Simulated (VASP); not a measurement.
# PmSb (R3m) in VASP: single point with PBE+U

Aim: the single point of PmSb with PBE+U.

Everything below comes from runs of VASP 6.6.1. Logs are shortened: lines on timing, memory, paths and dates and some standing lists are left out, and cuts for length are marked.

### Step 1. The cell of the first run

The structure is trigonal, space group R3m (No. 160). The conventional cell has a = 5.057 Å, b = 5.057 Å, c = 12.178 Å, α = 90.00°, β = 90.00°, γ = 120.00°. Within 4.1 Å of Pm (site symmetry 3m) lie 4 Sb at 3.08 Å. Sb (site symmetry 3m) has 4 Pm at 3.08 Å within 4.1 Å.

### Step 2. Single point, PBE+U, collinear spin, antiferromagnetic start

Contents of INCAR:

```
  PREC = Accurate
  ENCUT = 520
  EDIFF = 1E-6
  ISMEAR = 0
  SIGMA = 0.05
  LREAL = F
  LASPH = T
  NELM = 150
  ALGO = Normal
  ISIF = 2
  LWAVE = F
  LCHARG = F
  ISPIN = 2
  MAGMOM = 4.47 -4.47 0 0
  LORBIT = 11
  LMAXMIX = 6
  LDAU = T
  LDAUTYPE = 2
  LDAUL = 3 -1
  LDAUU = 6 0
  LDAUJ = 0 0
  LDAUPRINT = 1
  GGA = PE
  NBANDS = 32
```

Contents of KPOINTS:

```
Automatic mesh
0
Gamma
  6 6 3
```

Contents of POSCAR:

```
PmSb
1.0
    0.0000000000      3.5755142282      3.5755142282
    3.5755142282      0.0000000000      3.5755142282
    7.0709284992      7.0709284992      0.0800999571
Pm Sb
2 2
Direct
   -0.0015570604     -0.0015570604      0.0023355906
   -0.0015569843     -0.0015569843      0.5023354764
    0.2515570697      0.2515570697      0.1226643955
    0.2515569750      0.2515569750      0.6226645375
```

Potentials or basis: VASP PAW PBE potentials, release 64 (Pm, Sb).

Command:

```
$ cat potpaw_PBE.64/Pm/POTCAR potpaw_PBE.64/Sb/POTCAR > POTCAR
$ mpirun -np 1 vasp_std > vasp.out
```

OUTCAR:

```text
PREC = Accurate
   ENCUT = 520
   EDIFF = 1E-6
   ISMEAR = 0
   LREAL = F
   LASPH = T
   NELM = 150
   ISIF = 2
   ISPIN = 2
   LORBIT = 11
   GGA = PE

 ion  position               nearest neighbor table
   1  0.998  0.998  0.002-   3 3.08   3 3.08   3 3.08   4 3.08
   2  0.998  0.998  0.502-   4 3.08   4 3.08   4 3.08   3 3.08
   3  0.252  0.252  0.123-   1 3.08   1 3.08   1 3.08   2 3.08
   4  0.252  0.252  0.623-   2 3.08   2 3.08   2 3.08   1 3.08

  LATTYP: Found a trigonal (rhomboedric) cell.
 ALAT       =     8.6275066904
 COS(alpha) =     0.8282461774

  Lattice vectors:

 A1 = (   7.0709284992,   3.4954142710,  -3.4954142711)
 A2 = (   3.4954142710,   3.4954142710,  -7.0709284993)
 A3 = (   3.4954142710,   7.0709284992,  -3.4954142711)

Analysis of symmetry for initial positions (statically):
=====================================================================
 Subroutine PRICEL returns following result:

  LATTYP: Found a trigonal (rhomboedric) cell.
 ALAT       =     5.0000611392
 COS(alpha) =     0.4886404259
[... 12 lines left out ...]
 Subroutine GETGRP returns: Found  6 space group operations
 (whereof  6 operations were pure point group operations)
 out of a pool of 12 trial point group operations.

The static configuration has the point symmetry C_3v.

Analysis of symmetry for dynamics (positions and initial velocities):
=====================================================================
 Subroutine PRICEL returns following result:

  LATTYP: Found a trigonal (rhomboedric) cell.
 ALAT       =     5.0000611392
 COS(alpha) =     0.4886404259
[... 12 lines left out ...]
 Subroutine GETGRP returns: Found  6 space group operations
 (whereof  6 operations were pure point group operations)
 out of a pool of 12 trial point group operations.

The dynamic configuration has the point symmetry C_3v.

Analysis of structural, dynamic, and magnetic symmetry:
=====================================================================
 Subroutine PRICEL returns following result:

  LATTYP: Found a trigonal (rhomboedric) cell.
 ALAT       =     5.0000611392
 COS(alpha) =     0.4886404259
[... 12 lines left out ...]
 Subroutine GETGRP returns: Found  6 space group operations
 (whereof  6 operations were pure point group operations)
 out of a pool of 12 trial point group operations.

The overall configuration has the point symmetry C_3v.

 Subroutine INISYM returns: Found  6 space group operations
 (whereof  6 operations are pure point group operations),
 and found     2 'primitive' translations

----------------------------------------------------------------------------------------

                                     Primitive cell

  volume of cell :      89.8849

  direct lattice vectors                    reciprocal lattice vectors
     3.535463714 -0.040050514 -3.535463715     0.140636607 -0.139043444 -0.140636607
    -0.040050514  3.535463714 -3.535463715    -0.139043444  0.140636607 -0.140636607
     3.535463714  3.535463714  0.040050514     0.140636607  0.140636607  0.139043444

  length of vectors
[... 172 lines left out ...]

spin component  2

  0.3829  0.0020 -0.4653  0.0030  0.0014 -0.0024  0.0021
  0.0020  0.9828  0.0016  0.0025  0.0016  0.0000 -0.0020
 -0.4653  0.0016  0.6232 -0.0016  0.0035 -0.0018 -0.0014
  0.0030  0.0025 -0.0016  0.0225 -0.0016 -0.0000 -0.0030
  0.0014  0.0016  0.0035 -0.0016  0.6232  0.0018  0.4653
 -0.0024  0.0000 -0.0018 -0.0000  0.0018  0.9836 -0.0024
  0.0021 -0.0020 -0.0014 -0.0030  0.4653 -0.0024  0.3829

 occupancies and eigenvectors

  o =  0.0025  v = -0.4579  0.0000  0.5831  0.0116  0.5230  0.0746  0.4136  0.0000  0.0000  0.0000  0.0000  0.0000  0.0000  0.0000      0.0000  0.0000  0.0000  0.0000  0.0000  0.0000  0.0000  0.0000  0.0000  0.0000  0.0000  0.0000  0.0000  0.0000
  o =  0.0025  v =  0.2010 -0.0000 -0.2767  0.0011  0.3783 -0.8130  0.2810  0.0000  0.0000  0.0000  0.0000  0.0000  0.0000  0.0000      0.0000  0.0000  0.0000  0.0000  0.0000  0.0000  0.0000  0.0000  0.0000  0.0000  0.0000  0.0000  0.0000  0.0000
  o =  0.0028  v = -0.3536  0.0000  0.4564  0.0000 -0.4564 -0.5774 -0.3536  0.0000  0.0000  0.0000  0.0000  0.0000  0.0000  0.0000      0.0000  0.0000  0.0000  0.0000  0.0000  0.0000  0.0000  0.0000  0.0000  0.0000  0.0000  0.0000  0.0000  0.0000
  o =  0.0032  v =  0.1169 -0.9667  0.0905  0.1479  0.0905 -0.0000 -0.1169  0.0000  0.0000  0.0000  0.0000  0.0000  0.0000  0.0000      0.0000  0.0000  0.0000  0.0000  0.0000  0.0000  0.0000  0.0000  0.0000  0.0000  0.0000  0.0000  0.0000  0.0000
  o =  0.0034  v = -0.5463 -0.0000 -0.4152 -0.0402  0.4405  0.0116 -0.5774  0.0000  0.0000  0.0000  0.0000  0.0000  0.0000  0.0000      0.0000  0.0000  0.0000  0.0000  0.0000  0.0000  0.0000  0.0000  0.0000  0.0000  0.0000  0.0000  0.0000  0.0000
  o =  0.0034  v = -0.3438 -0.0000 -0.2787  0.8154 -0.2365  0.0006  0.2885  0.0000  0.0000  0.0000  0.0000  0.0000  0.0000  0.0000      0.0000  0.0000  0.0000  0.0000  0.0000  0.0000  0.0000  0.0000  0.0000  0.0000  0.0000  0.0000  0.0000  0.0000
  o =  0.0034  v =  0.4412  0.2561  0.3418  0.5581  0.3418  0.0000 -0.4412  0.0000  0.0000  0.0000  0.0000  0.0000  0.0000  0.0000      0.0000  0.0000  0.0000  0.0000  0.0000  0.0000  0.0000  0.0000  0.0000  0.0000  0.0000  0.0000  0.0000  0.0000
  o =  0.0211  v =  0.0000  0.0000  0.0000  0.0000  0.0000  0.0000  0.0000  0.5560 -0.0000  0.4336  0.0041 -0.4360  0.0045  0.5592      0.0000  0.0000  0.0000  0.0000  0.0000  0.0000  0.0000  0.0000  0.0000  0.0000  0.0000  0.0000  0.0000  0.0000
  o =  0.0211  v =  0.0000  0.0000  0.0000  0.0000  0.0000  0.0000  0.0000 -0.3279 -0.0000 -0.2491  0.8165 -0.2447 -0.0000  0.3224      0.0000  0.0000  0.0000  0.0000  0.0000  0.0000  0.0000  0.0000  0.0000  0.0000  0.0000  0.0000  0.0000  0.0000
  o =  0.0252  v =  0.0000  0.0000  0.0000  0.0000  0.0000  0.0000  0.0000  0.4564 -0.0046  0.3535  0.5773  0.3535  0.0000 -0.4564      0.0000  0.0000  0.0000  0.0000  0.0000  0.0000  0.0000  0.0000  0.0000  0.0000  0.0000  0.0000  0.0000  0.0000
  o =  0.9828  v =  0.0000  0.0000  0.0000  0.0000  0.0000  0.0000  0.0000  0.0021  1.0000  0.0016  0.0026  0.0016  0.0000 -0.0021      0.0000  0.0000  0.0000  0.0000  0.0000  0.0000  0.0000  0.0000  0.0000  0.0000  0.0000  0.0000  0.0000  0.0000
  o =  0.9835  v =  0.0000  0.0000  0.0000  0.0000  0.0000  0.0000  0.0000 -0.3536 -0.0000  0.4564  0.0000 -0.4564 -0.5774 -0.3536      0.0000  0.0000  0.0000  0.0000  0.0000  0.0000  0.0000  0.0000  0.0000  0.0000  0.0000  0.0000  0.0000  0.0000
  o =  0.9837  v =  0.0000  0.0000  0.0000  0.0000  0.0000  0.0000  0.0000  0.4312  0.0000 -0.5604  0.0045 -0.5604 -0.0001 -0.4312      0.0000  0.0000  0.0000  0.0000  0.0000  0.0000  0.0000  0.0000  0.0000  0.0000  0.0000  0.0000  0.0000  0.0000
  o =  0.9837  v =  0.0000  0.0000  0.0000  0.0000  0.0000  0.0000  0.0000  0.2530  0.0000 -0.3203 -0.0000  0.3204 -0.8165  0.2531      0.0000  0.0000  0.0000  0.0000  0.0000  0.0000  0.0000  0.0000  0.0000  0.0000  0.0000  0.0000  0.0000  0.0000

 number of electron      40.0000000 magnetization      -0.0000000

 Free energy of the ion-electron system (eV)
  ---------------------------------------------------
  ext. energy  EPLUGINS =         0.00000000
  ---------------------------------------------------
  free energy    TOTEN  =       -22.91597682 eV

  energy without entropy =      -22.91597682  energy(sigma->0) =      -22.91597682

 E-fermi :   2.9885     XC(G=0):  -7.9954

 val. band max:        2.7603230867   @ k =   0.5000   0.0000   0.0000
 cond. band min:       3.2138606212   @ k =   0.5000   0.0000   0.3333
 fundamental gap:      0.4535375345
 Fermi energy:         2.9885416325

 spin component 1

 k-point     1 :       0.0000    0.0000    0.0000
  band No.  band energies     occupation
      1     -37.1224      1.00000
      2     -35.2254      1.00000
      3     -17.2342      1.00000
      4     -17.2018      1.00000
      5     -17.2018      1.00000
      6     -15.8979      1.00000
[... 549 lines left out ...]
     31       5.6679      0.00000
     32       5.8920      0.00000
 Fermi energy:         2.9885416325

 spin component 2

 k-point     1 :       0.0000    0.0000    0.0000
  band No.  band energies     occupation
      1     -37.1224      1.00000
      2     -35.2254      1.00000
      3     -17.2341      1.00000
      4     -17.2018      1.00000
      5     -17.2018      1.00000
      6     -15.8979      1.00000
[... 549 lines left out ...]
     31       5.6679      0.00000
     32       5.8920      0.00000

------------------------ aborting loop because EDIFF is reached ----------------------------------------

  FORCE on cell =-STRESS in cart. coord.  units (eV):
  Direction    XX          YY          ZZ          XY          YZ          ZX
  --------------------------------------------------------------------------------------
  -------------------------------------------------------------------------------------
  Total        0.1938389      0.1938389      0.1938389     -0.0257030      0.0257030      0.0257030
  in kB        1.7275672      1.7275672      1.7275672     -0.2290754      0.2290754      0.2290754
  external PRESSURE =       1.7275672 kB  Pullay stress =       0.0000000 kB

 VOLUME and BASIS-vectors are now :
 -----------------------------------------------------------------------------
  energy-cutoff  :      520.00
  volume of cell :      179.77
      direct lattice vectors                 reciprocal lattice vectors
     0.000000000  3.575514228  3.575514228    -0.140636596  0.139043455  0.140636596
     3.575514228  0.000000000  3.575514228     0.139043455 -0.140636596  0.140636596
     7.070928499  7.070928499  0.080099957     0.071114868  0.071114868 -0.071114868

 POSITION                                       TOTAL-FORCE (eV/Angst)
 -----------------------------------------------------------------------------------
      3.58646      3.58646      7.14008        -0.018114     -0.018114      0.018114
      7.12193      7.12193      7.18013        -0.018114     -0.018114      0.018114
      1.76680      1.76680      1.80872         0.018114      0.018114     -0.018114
      5.30226      5.30226      1.84877         0.018114      0.018114     -0.018114
 -----------------------------------------------------------------------------------
    total drift:                                0.002895      0.002895     -0.002893

  FREE ENERGIE OF THE ION-ELECTRON SYSTEM (eV)
  ---------------------------------------------------
  free  energy   TOTEN  =       -22.9159768214 eV

  energy  without entropy=      -22.9159768214  energy(sigma->0) =      -22.91597682

 total charge

# of ion       s       p       d       f       tot
--------------------------------------------------
    1        2.019   5.556   0.556   4.019  12.150
    2        2.019   5.556   0.556   4.019  12.150
    3        1.121   1.442   0.005   0.000   2.567
    4        1.121   1.442   0.005   0.000   2.567
--------------------------------------------------
tot          6.279  13.996   1.121   8.038  29.434

 magnetization (x)

# of ion       s       p       d       f       tot
--------------------------------------------------
    1       -0.009   0.007   0.072   3.977   4.049
    2        0.009  -0.007  -0.072  -3.977  -4.049
    3       -0.003  -0.022   0.000   0.000  -0.025
    4        0.003   0.022  -0.000   0.000   0.025
--------------------------------------------------
tot          0.000   0.000   0.000   0.000   0.000
```

Wall time 28 min (1 thread of Intel Xeon Platinum 8259CL at 2.50GHz (Skylake/Cascade Lake), shared host); peak memory 0.54 GiB.

Results:

| Property | Result |
| --- | --- |
| Free energy | -22.9160 eV |
| Pressure | 0.2 GPa |
| Largest force | 0.031 eV/Å |
| Band gap on the k mesh | 0.45 eV |
| Net moment | 0.00 μB per cell |
| Site moments | Pm +4.05, -4.05; Sb -0.03, +0.03 μB |
| Valence electrons inside the program's atomic spheres | Pm 12.15; Sb 2.57 |

Forces on the atoms (eV/Å):
```
Pm  -0.018 -0.018  0.018
Pm  -0.018 -0.018  0.018
Sb   0.018  0.018 -0.018
Sb   0.018  0.018 -0.018
```

Levels at points of the mesh, in eV from the valence-band top:
Spin up:
| k point | band 18 | band 19 | band 20 | band 21 | band 22 | band 23 |
| --- | --- | --- | --- | --- | --- | --- |
| (0.00, 0.00, 0.00) | -0.78 | -0.55 | -0.55 | 0.46 | 0.50 | 0.50 |
| (0.50, 0.00, 0.00) | -0.53 | -0.05 | 0.00 | 0.46 | 0.48 | 0.50 |
Spin down:
| k point | band 16 | band 17 | band 18 | band 19 | band 20 | band 21 | band 22 | band 23 | band 24 | band 25 |
| --- | --- | --- | --- | --- | --- | --- | --- | --- | --- | --- |
| (0.00, 0.00, 0.00) | -0.88 | -0.88 | -0.78 | -0.55 | -0.55 | 0.46 | 0.50 | 0.50 | 2.35 | 2.46 |
| (0.50, 0.00, 0.00) | -1.52 | -0.54 | -0.53 | -0.05 | 0.00 | 0.46 | 0.48 | 0.50 | 1.35 | 2.54 |

Eigenvalues of the final occupation matrices:
```tsv
site	spin	trace	eigenvalues
site 1 f	1	4.00	0.02 0.02 0.03 0.98 0.98 0.98 0.98
site 1 f	2	0.02	0.00 0.00 0.00 0.00 0.00 0.00 0.00
site 2 f	1	0.02	0.00 0.00 0.00 0.00 0.00 0.00 0.00
site 2 f	2	4.00	0.02 0.02 0.03 0.98 0.98 0.98 0.98
```

Caveat: the magnetic or orbital state may not be the lowest; the antiferromagnetic order is the one typed at the start, and another may lie lower; semilocal functionals underestimate gaps, and a narrow one can read as zero; spin-orbit coupling is left out, which moves the levels of the heavy elements; the U is typed as a test and isn't derived for this compound.
